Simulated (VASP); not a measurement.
Input of a VASP 6.6.1 run:

INCAR

```
PREC     = Accurate       # precision mode
ENCUT    = 600            # plane-wave cutoff, eV
EDIFF    = 1E-6           # SCF threshold, eV
ISMEAR   = 0              # smearing method
SIGMA    = 0.01           # smearing width, eV
LREAL    = F              # projectors in reciprocal space
LASPH    = T              # aspherical terms in the spheres
NELM     = 100            # most SCF steps
ALGO     = Normal         # electronic algorithm
ISIF     = 3              # what is computed and relaxed
LWAVE    = F              # write WAVECAR
LCHARG   = F              # write CHGCAR
GGA      = CA             # functional
IBRION   = 2              # ionic algorithm
NSW      = 80             # ionic steps
EDIFFG   = -0.005         # ionic threshold
PSTRESS  = 200.0
```

The input KPOINTS:

```
Automatic mesh
0
Gamma
  4 4 4
```

The input POSCAR:

```
Rb3ClO
1.0
    5.5336790000      0.0000000000      0.0000000000
    0.0000000000      5.5336790000      0.0000000000
    0.0000000000      0.0000000000      5.5336790000
Rb Cl O
3 1 1
Direct
    0.0000000000      0.0000000000      0.5000000000
    0.0000000000      0.5000000000      0.0000000000
    0.5000000000      0.0000000000      0.0000000000
    0.5000000000      0.5000000000      0.5000000000
    0.0000000000      0.0000000000      0.0000000000
```

Potentials or basis: VASP PAW LDA potentials, release 64 (Rb_sv, Cl, O).

Run with:

```bash
$ cat potpaw_LDA.64/Rb_sv/POTCAR potpaw_LDA.64/Cl/POTCAR potpaw_LDA.64/O/POTCAR > POTCAR
$ mpirun -np 1 vasp_std > vasp.out
```

**Question.** Predict the space group after relaxing (to 0.1 Å).

**Answer.** Pm-3m (No. 221).

**Question.** Estimate the relaxed cell.

**Answer.** a = 4.686 Å, b = 4.686 Å, c = 4.686 Å, α = 90.00°, β = 90.00°, γ = 90.00°.

Final structure:
```
CELL_PARAMETERS angstrom
4.68596 0.00000 0.00000
0.00000 4.68596 0.00000
0.00000 0.00000 4.68596
ATOMIC_POSITIONS crystal
Rb 0.00000 0.00000 0.50000
Rb 0.00000 0.50000 0.00000
Rb 0.50000 0.00000 0.00000
Cl 0.50000 0.50000 0.50000
O 0.00000 0.00000 0.00000
```

Caveat: the cell is relaxed towards a set pressure, so the run minimises the enthalpy, not the energy.
